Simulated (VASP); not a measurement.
Input of a VASP 6.6.1 run:

INCAR

```
SYSTEM = LaNb4O
  PREC = Accurate
  ENCUT = 520
  EDIFF = 1E-7
  ISMEAR = 0
  SIGMA = 0.1
  LREAL = .False.
  LASPH = .True.
  NELM = 60
  ALGO = Normal
  ISIF = 2
  LWAVE = .False.
  LCHARG = .False.
  GGA = PE
  NBANDS = 44
```

The input KPOINTS:

```
regular mesh
0
Gamma
  6 6 2
  0 0 0
```

POSCAR

```
LaNb4O
1.0
    3.7281374786      0.0000000000      0.0000000000
    0.0000000000      3.7281374786      0.0000000000
    0.0000000000      0.0000000000      9.4825376390
La Nb O
1 4 1
Direct
    0.5000000000      0.5000000000      0.0000000000
    0.0000000000      0.5000000000      0.6368173240
    0.5000000000      0.0000000000      0.6368173240
    0.0000000000      0.5000000000      0.3631826760
    0.5000000000      0.0000000000      0.3631826760
    0.0000000000      0.0000000000      0.0000000000
```

Potentials or basis: VASP PAW PBE potentials, release 64 (La, Nb_sv, O).

The run is started by

```bash
$ cat potpaw_PBE.64/La/POTCAR potpaw_PBE.64/Nb_sv/POTCAR potpaw_PBE.64/O/POTCAR > POTCAR
$ mpirun -np 1 vasp_std > vasp.out
```

Task: Predict the pressure.

Result: -0.2 GPa.

Task: Estimate the largest force.

Result: 0.009 eV/Å.

Stress tensor (GPa, compression positive):
```
-0.23  0.00  0.00
 0.00 -0.23  0.00
 0.00  0.00 -0.08
```

Caveat: an odd number of electrons without spin polarisation forces a metal; a magnetic or distorted state may lie lower.
